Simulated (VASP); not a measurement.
A run of VASP 6.6.1:

File INCAR:

```
SYSTEM = TaN
PREC     = Accurate       ! precision mode
ENCUT    = 520            ! plane-wave cutoff, eV
EDIFF    = 1E-7           ! SCF threshold, eV
ISMEAR   = -1             ! smearing method
SIGMA    = 0.08           ! smearing width, eV
LREAL    = .False.        ! projectors in reciprocal space
LASPH    = .True.         ! aspherical terms in the spheres
NELM     = 100            ! most SCF steps
ALGO     = Normal         ! electronic algorithm
ISIF     = 2              ! what is computed and relaxed
LWAVE    = .False.        ! write WAVECAR
LCHARG   = .False.        ! write CHGCAR
GGA      = PE             ! functional
NBANDS   = 15             ! bands
```

Contents of KPOINTS:

```
regular mesh
0
Gamma
  16 16 16
  0 0 0
```

Contents of POSCAR:

```
TaN
1.0
    2.4628635721      0.0000000000      0.0000000000
    0.0000000000      2.4628635721      0.0000000000
    0.0000000000      0.0000000000      2.4628635721
Ta N
1 1
Direct
    0.0000000000      0.0000000000      0.0000000000
    0.5000000000      0.5000000000      0.5000000000
```

Potentials or basis: VASP PAW PBE potentials, release 64 (Ta_pv, N).

Launch:

```console
$ cat potpaw_PBE.64/Ta_pv/POTCAR potpaw_PBE.64/N/POTCAR > POTCAR
$ mpirun -np 1 vasp_std > vasp.out
```

Hardware: 1 thread of Intel Xeon 8259CL, with other jobs on the host.

Estimate the wall time of this run.

Wall time 44 s on 1 thread of Intel Xeon 8259CL, on a shared host, peak memory 0.15 GiB. Counts: scf iterations 14, k points 165.
